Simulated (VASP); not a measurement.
# Sn (I4_1/amd) in VASP: further runs

The runs below take Sn through electric field gradients, with PBE.

Everything below comes from runs of VASP 6.6.1. Logs are shortened: lines on timing, memory, paths and dates and some standing lists are left out, and cuts for length are marked.

**1. The cell of the first run**

Symmetry: I4_1/amd, No. 141, tetragonal system. The conventional cell has a = 5.753 Å, b = 5.753 Å, c = 3.138 Å, α = 90.00°, β = 90.00°, γ = 90.00°. Sn (site symmetry -4m2) has 10 Sn at 2.98 to 3.72 Å within 3.9 Å.

**2. Electric field gradients, PBE (volume scaled by 0.96)**

INCAR reads:

```
  PREC = Accurate
  ENCUT = 520
  EDIFF = 1E-8
  ISMEAR = -1
  SIGMA = 0.05
  LREAL = False
  LASPH = True
  NELM = 60
  ALGO = Normal
  ISIF = 2
  LWAVE = False
  LCHARG = False
  GGA = PE
  LEFG = True
  NBANDS = 21
```

KPOINTS reads:

```
regular mesh
0
Gamma
  15 15 15
```

POSCAR reads:

```
Sn
1.0
   -2.8764417908      2.8764417908      1.5691520944
    2.8764417908     -2.8764417908      1.5691520944
    2.8764417908      2.8764417908     -1.5691520944
Sn
2
Direct
    0.0000000000      0.0000000000      0.0000000000
    0.7500000000      0.2500000000      0.5000000000
```

Potentials or basis: VASP PAW PBE potentials, release 64 (Sn_d).

Launch:

```console
> cat potpaw_PBE.64/Sn_d/POTCAR > POTCAR
> mpirun -np 1 vasp_std > vasp.out
```

OUTCAR:

```text
PREC = Accurate
   ENCUT = 520
   EDIFF = 1E-8
   ISMEAR = -1
   LREAL = False
   LASPH = True
   NELM = 60
   ISIF = 2
   GGA = PE

 ion  position               nearest neighbor table
   1  0.000  0.000  0.000-   2 2.98   2 2.98   2 2.98   2 2.98   2 3.72   2 3.72   2 3.72   2 3.72

   2  0.750  0.250  0.500-   1 2.98   1 2.98   1 2.98   1 2.98   1 3.72   1 3.72   1 3.72   1 3.72

  LATTYP: Found a body centered tetragonal cell.
 ALAT       =     5.7528835816
 C/A-ratio  =     0.5455184594

  Lattice vectors:

 A1 = (  -2.8764417908,   2.8764417908,   1.5691520944)
 A2 = (   2.8764417908,  -2.8764417908,   1.5691520944)
 A3 = (   2.8764417908,   2.8764417908,  -1.5691520944)

Analysis of symmetry for initial positions (statically):
=====================================================================
 Subroutine PRICEL returns:
 Original cell was already a primitive cell.

 Routine SETGRP: Setting up the symmetry group for a
 body centered tetragonal supercell.

 Subroutine GETGRP returns: Found 16 space group operations
 (whereof  8 operations were pure point group operations)
 out of a pool of 16 trial point group operations.

The static configuration has the point symmetry D_2d.
 The point group associated with its full space group is D_4h.

Analysis of symmetry for dynamics (positions and initial velocities):
=====================================================================
 Subroutine PRICEL returns:
 Original cell was already a primitive cell.

 Routine SETGRP: Setting up the symmetry group for a
 body centered tetragonal supercell.

 Subroutine GETGRP returns: Found 16 space group operations
 (whereof  8 operations were pure point group operations)
 out of a pool of 16 trial point group operations.

The dynamic configuration has the point symmetry D_2d.
 The point group associated with its full space group is D_4h.

 Subroutine INISYM returns: Found 16 space group operations
 (whereof  8 operations are pure point group operations),
 and found     1 'primitive' translations

----------------------------------------------------------------------------------------

                                     Primitive cell

  volume of cell :      51.9321

  direct lattice vectors                    reciprocal lattice vectors
    -2.876441791  2.876441791  1.569152094     0.000000000  0.173825871  0.318643426
     2.876441791 -2.876441791  1.569152094     0.173825871  0.000000000  0.318643426
     2.876441791  2.876441791 -1.569152094     0.173825871  0.173825871  0.000000000

  length of vectors
     4.360054248  4.360054248  4.360054248     0.362972543  0.362972543  0.245826904

  position of ions in fractional coordinates (direct lattice)
     0.000000000  0.000000000  0.000000000
     0.750000000  0.250000000  0.500000000

  ion indices of the primitive-cell ions
   primitive index   ion index
                 1           1
                 2           2

----------------------------------------------------------------------------------------

 KPOINTS: regular mesh

Automatic generation of k-mesh.
 Grid dimensions read from file:
 generate k-points for:   15   15   15

 Generating k-lattice:

  Cartesian coordinates                     Fractional coordinates (reciprocal lattice)
     0.000000000  0.011588391  0.021242895     0.066666667  0.000000000  0.000000000
     0.011588391  0.000000000  0.021242895     0.000000000  0.066666667  0.000000000
     0.011588391  0.011588391  0.000000000     0.000000000  0.000000000  0.066666667

  Length of vectors
     0.024198170  0.024198170  0.016388460

  Shift w.r.t. Gamma in fractional coordinates (k-lattice)
     0.000000000  0.000000000  0.000000000

 Subroutine IBZKPT returns following result:
 ===========================================

 Found    288 irreducible k-points:

 Following reciprocal coordinates:
            Coordinates               Weight
  0.000000  0.000000  0.000000      1.000000
  0.066667  0.000000  0.000000      8.000000
  0.133333  0.000000  0.000000      8.000000
  0.200000  0.000000  0.000000      8.000000
  0.266667  0.000000  0.000000      8.000000
  0.333333  0.000000  0.000000      8.000000
[... 16 lines left out ...]
  0.133333  0.133333  0.000000      8.000000
  0.200000  0.133333  0.000000     16.000000
 [... further k-points ...]
   k-points           NKPTS =    288   k-points in BZ     NKDIM =    288   number of bands    NBANDS=     21
   number of dos      NEDOS =    301   number of ions     NIONS =      2
   total plane-waves  NPLWV =  32768
   dimension x,y,z NGX =    32 NGY =   32 NGZ =   32
   dimension x,y,z NGXF=    64 NGYF=   64 NGZF=   64
   ions per type =               2
   NGX,Y,Z   is equivalent  to a cutoff of  12.20, 12.20, 12.20 a.u.
   NGXF,Y,Z  is equivalent  to a cutoff of  24.40, 24.40, 24.40 a.u.
 SYSTEM =  unknown system
   PREC   = accura    normal or accurate (medium, high low for compatibility)
   ISTART =      0    job   : 0-new  1-cont  2-samecut
   ICHARG =      2    charge: 1-file 2-atom 10-const
   ISPIN  =      1    spin polarized calculation?
   LNONCOLLINEAR =      F non collinear calculations
   LSORBIT =      F    spin-orbit coupling
   LASPH  =      T    aspherical Exc in radial PAW
   ENCUT  =  520.0 eV  38.22 Ry    6.18 a.u.   8.11  8.11  8.11*2*pi/ulx,y,z
   NELM   =     60;   NELMIN=  2; NELMDL= -5     # of ELM steps
   EDIFF  = 0.1E-07   stopping-criterion for ELM
   LREAL  =      F    real-space projection
   EDIFFG = 0.1E-06   stopping-criterion for IOM
   NSW    =      0    number of steps for IOM
   IBRION =     -1    ionic relax: 0-MD 1-quasi-New 2-CG
   NFREE  =      0    steps in history (QN), initial steepest desc. (CG)
   ISIF   =      2    stress and relaxation
   ISYM   =      2    0-nonsym 1-usesym 2-fastsym
   POTIM  = 0.5000    time-step for ionic-motion
   TEBEG  =    0.0;   TEEND  =   0.0 temperature during run
   PSTRESS=    0.0 pullay stress
   NELECT =      28.0000    total number of electrons
   NUPDOWN=      -1.0000    fix difference up-down
   EMIN   =  10.00;   EMAX   =-10.00  energy-range for DOS
   EFERMI =   0.00;   METHOD = LEGACY
   ISMEAR =    -1;   SIGMA  =   0.05  broadening in eV -4-tet -1-fermi 0-gaus
   EFERMI_NEDOS =   21; number of points for ismear=-14 and -15
   IALGO  =     38    algorithm
   IMIX   =      4    mixing-type and parameters
     AMIX     =   0.40;   BMIX     =  1.00
     AMIX_MAG =   1.60;   BMIX_MAG =  1.00
  volume/ion in A,a.u.               =      25.97       175.23
  Fermi-wavevector in a.u.,A,eV,Ry     =   1.332443  2.517953 24.155857  1.775405
  Thomas-Fermi vector in A             =   2.461378
   LORBIT       =      0    0 simple, 1 ext, 2 COOP (PROOUT), +10 PAW based schemes
   GGA     = PE    functional components
   LHFCALC =     F    Hartree Fock is set to
   AEXX    =    0.0000 exact exchange contribution
   IVDW    =     0    specifies the selected vdW correction
   LEPSILON=     F    determine dielectric tensor
   LRPA    =     F    only Hartree local field effects (RPA)
 non-spin polarized calculation
  energy-cutoff  :      520.00
  volume of cell :       51.93
 maximum number of plane-waves:      1422
   NGX = 17   NGY = 17   NGZ = 17

 number of electron      28.0000021 magnetization

 Free energy of the ion-electron system (eV)
  ---------------------------------------------------
  ext. energy  EPLUGINS =         0.00000000
  ---------------------------------------------------
  free energy    TOTEN  =        -7.53864232 eV

  energy without entropy =       -7.53159392  energy(sigma->0) =       -7.53511812

 E-fermi :   8.5420     XC(G=0): -10.5148

 val. band max:        8.5403765118   @ k =  -0.3333   0.4667   0.0667
 cond. band min:       8.5466467385   @ k =  -0.1333  -0.2000   0.1333
 fundamental gap:      0.0062702267
 Fermi energy:         8.5419876769

 k-point     1 :       0.0000    0.0000    0.0000
  band No.  band energies     occupation
      1     -13.1950      2.00000
      2     -13.0971      2.00000
      3     -13.0546      2.00000
      4     -13.0374      2.00000
      5     -12.8666      2.00000
      6     -12.8666      2.00000
[... 13 lines left out ...]
     20      18.6218      0.00000
     21      19.2899      0.00000

 k-point     2 :       0.0667    0.0000    0.0000
  band No.  band energies     occupation
      1     -13.1919      2.00000
      2     -13.0870      2.00000
      3     -13.0508      2.00000
      4     -13.0253      2.00000
      5     -12.8745      2.00000
      6     -12.8736      2.00000
[... 13 lines left out ...]
     20      18.3203      0.00000
     21      18.4212      0.00000

 k-point     3 :       0.1333    0.0000    0.0000
  band No.  band energies     occupation
      1     -13.1824      2.00000
      2     -13.0596      2.00000
      3     -13.0400      2.00000
      4     -12.9944      2.00000
      5     -12.8925      2.00000
      6     -12.8840      2.00000
[... 13 lines left out ...]
     20      17.2060      0.00000
     21      17.3301      0.00000

 k-point     4 :       0.2000    0.0000    0.0000
  band No.  band energies     occupation
      1     -13.1675      2.00000
      2     -13.0243      2.00000
      3     -13.0240      2.00000
      4     -12.9628      2.00000
      5     -12.9150      2.00000
      6     -12.8825      2.00000
[... 13 lines left out ...]
     20      16.3222      0.00000
     21      17.1083      0.00000

 k-point     5 :       0.2667    0.0000    0.0000
  band No.  band energies     occupation
      1     -13.1500      2.00000
      2     -13.0077      2.00000
      3     -12.9968      2.00000
      4     -12.9573      2.00000
      5     -12.9360      2.00000
      6     -12.8871      2.00000
[... 13 lines left out ...]
     20      15.6704      0.00000
     21      17.5466      0.00000
[... 382 lines left out ...]
     20      18.3921      0.00000
     21      18.6155      0.00000

 k-point    22 :      -0.0667    0.0667    0.0000
  band No.  band energies     occupation
      1     -13.1908      2.00000
      2     -13.0980      2.00000
      3     -13.0510      2.00000
      4     -13.0401      2.00000
      5     -12.8686      2.00000
      6     -12.8642      2.00000
[... 13 lines left out ...]
     20      18.8921      0.00000
     21      19.2118      0.00000

 k-point    23 :       0.1333    0.1333    0.0000
  band No.  band energies     occupation
      1     -13.1611      2.00000
      2     -13.0154      2.00000
      3     -12.9930      2.00000
      4     -12.9392      2.00000
      5     -12.9196      2.00000
      6     -12.9055      2.00000
[... 13 lines left out ...]
     20      16.0660      0.00000
     21      16.4006      0.00000

 k-point    24 :       0.2000    0.1333    0.0000
  band No.  band energies     occupation
      1     -13.1473      2.00000
      2     -13.0012      2.00000
      3     -12.9941      2.00000
      4     -12.9419      2.00000
      5     -12.9350      2.00000
      6     -12.9147      2.00000
[... 13 lines left out ...]
     20      15.8108      0.00000
     21      16.7873      0.00000

 [... further k-points ...]

------------------------ aborting loop because EDIFF is reached ----------------------------------------

  FORCE on cell =-STRESS in cart. coord.  units (eV):
  Direction    XX          YY          ZZ          XY          YZ          ZX
  --------------------------------------------------------------------------------------
  -------------------------------------------------------------------------------------
  Total        1.8329594      1.8329594      1.4677320      0.0000000      0.0000000      0.0000000
  in kB       56.5492966     56.5492966     45.2815328      0.0000000      0.0000000      0.0000000
  external PRESSURE =      52.7933753 kB  Pullay stress =       0.0000000 kB

 VOLUME and BASIS-vectors are now :
 -----------------------------------------------------------------------------
  energy-cutoff  :      520.00
  volume of cell :       51.93
      direct lattice vectors                 reciprocal lattice vectors
    -2.876441791  2.876441791  1.569152094     0.000000000  0.173825871  0.318643426
     2.876441791 -2.876441791  1.569152094     0.173825871  0.000000000  0.318643426
     2.876441791  2.876441791 -1.569152094     0.173825871  0.173825871  0.000000000

 POSITION                                       TOTAL-FORCE (eV/Angst)
 -----------------------------------------------------------------------------------
      0.00000      0.00000      0.00000         0.000000      0.000000     -0.000000
     -0.00000      2.87644      0.78458        -0.000000     -0.000000      0.000000
 -----------------------------------------------------------------------------------
    total drift:                                0.000000     -0.000000      0.000000

  FREE ENERGIE OF THE ION-ELECTRON SYSTEM (eV)
  ---------------------------------------------------
  free  energy   TOTEN  =        -7.5386423157 eV

  energy  without entropy=       -7.5315939216  energy(sigma->0) =       -7.53511812

 Electric field gradients (V/A^2)
---------------------------------------------------------------------
 ion       V_xx      V_yy      V_zz      V_xy      V_xz      V_yz
---------------------------------------------------------------------
   1     -22.984   -22.984    45.969    -0.000    -0.001    -0.001
   2     -22.984   -22.984    45.969    -0.000    -0.001    -0.001
---------------------------------------------------------------------

 Electric field gradients after diagonalization (V/A^2)
 (convention: |V_zz| > |V_xx| > |V_yy|)
----------------------------------------------------------------------
 ion       V_xx      V_yy      V_zz     asymmetry (V_yy - V_xx)/ V_zz
----------------------------------------------------------------------
   1     -22.985   -22.984    45.969       0.000
   2     -22.985   -22.984    45.969       0.000
----------------------------------------------------------------------

           NMR quadrupolar parameters

 Cq : quadrupolar parameter    Cq=e*Q*V_zz/h
 eta: asymmetry parameters     (V_yy - V_xx)/ V_zz
 Q  : nuclear electric quadrupole moment in mb (millibarn)
----------------------------------------------------------------------
 ion       Cq(MHz)       eta       Q (mb)
----------------------------------------------------------------------
   1       0.111       0.000       1.000
   2       0.111       0.000       1.000
----------------------------------------------------------------------
```

Run time: 3.8 min. Hardware: 1 thread of Intel Xeon 6975P-C, shared host; peak memory 0.36 GiB.

What came out:

| Property | Result |
| --- | --- |
| Free energy | -7.5386 eV |
| Pressure | 5.3 GPa |
| Band gap on the k mesh | zero (band 14 reaches 10.08 eV, above the bottom of band 15 at 5.54 eV) |

Electric field gradients, principal values (V/Å²):
```tsv
atom	least	middle	greatest (by size)
1 Sn	-22.984	-22.985	45.969
2 Sn	-22.984	-22.985	45.969
```

Caveat: without QUAD_EFG the Cq values of the log hold for a quadrupole moment of 1 mb, not for the nuclei; spin-orbit coupling is left out, which moves the levels of the heavy elements.

(Part 1 of 3 ends here.)
